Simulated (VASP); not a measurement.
A run of VASP 6.6.1 is set up as follows.

File INCAR:

```
PREC = Accurate
ENCUT = 600
EDIFF = 1E-6
ISMEAR = 0
SIGMA = 0.15
LREAL = F
LASPH = T
NELM = 120
ALGO = Normal
ISIF = 2
LWAVE = F
LCHARG = F
GGA = PE
NBANDS = 21
GGA_COMPAT = F
```

Contents of KPOINTS:

```
regular mesh
0
Gamma
  3 3 3
```

POSCAR

```
Mg2BeS3
1.0
   -2.5228485654      2.5228485654      4.7966665249
    2.5228485654     -2.5228485654      4.7966665249
    2.5228485654      2.5228485654     -4.7966665249
Mg Be S
2 1 3
Direct
    0.2859460514      0.7859460514      0.5000000000
    0.7859460514      0.2859460514      0.5000000000
    0.5616120879      0.5616120879      0.0000000000
    0.7724764984      0.7724764984      0.0000000000
    0.5353407554      0.0353407554      0.5000000000
    0.0353407554      0.5353407554      0.5000000000
```

Potentials or basis: VASP PAW PBE potentials, release 64 (Mg, Be, S).

Command:

```console
$ cat potpaw_PBE.64/Mg/POTCAR potpaw_PBE.64/Be/POTCAR potpaw_PBE.64/S/POTCAR > POTCAR
$ mpirun -np 1 vasp_std > vasp.out
```

Q: Estimate the band gap on the k mesh.

A: Zero (bands 12 and 13 overlap by 0.33 eV).

Q: Predict the largest force.

A: 0.028 eV/Å.

Q: Estimate the pressure.

A: 0.0 GPa.

Stress tensor (GPa, compression positive):
```
-0.06  0.00  0.00
 0.00 -0.06  0.00
 0.00  0.00  0.20
```

Caveat: the k points lie up to 0.47 Å⁻¹ apart; semilocal functionals underestimate gaps, so a narrow gap can read as zero.
